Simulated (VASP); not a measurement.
A run of VASP 6.6.1 is set up as follows.

Contents of INCAR:

```
PREC = Accurate ; ENCUT = 520
EDIFF = 1E-6 ; ISMEAR = -1
SIGMA = 0.02 ; LREAL = F
LASPH = T ; NELM = 100
ALGO = Normal ; ISIF = 2
LWAVE = F ; LCHARG = F
GGA = PE ; NBANDS = 15
```

Contents of KPOINTS:

```
regular mesh
0
Gamma
  6 6 6
```

The input POSCAR:

```
KF
1.0
    0.0000000000      2.6718500000      2.6718500000
    2.6718500000      0.0000000000      2.6718500000
    2.6718500000      2.6718500000      0.0000000000
K F
1 1
Direct
    0.0000000000      0.0000000000      0.0000000000
    0.5000000000      0.5000000000      0.5000000000
```

Potentials or basis: VASP PAW PBE potentials, release 64 (K_sv, F).

Launch:

```bash
$ cat potpaw_PBE.64/K_sv/POTCAR potpaw_PBE.64/F/POTCAR > POTCAR
$ mpirun -np 1 vasp_std > vasp.out
```

Question: Estimate the pressure.

Answer: 1.4 GPa.

Question: Predict the band gap on the k mesh.

Answer: 6.17 eV, direct.

PBE gaps usually lie below the measured ones, often by a third to a half.
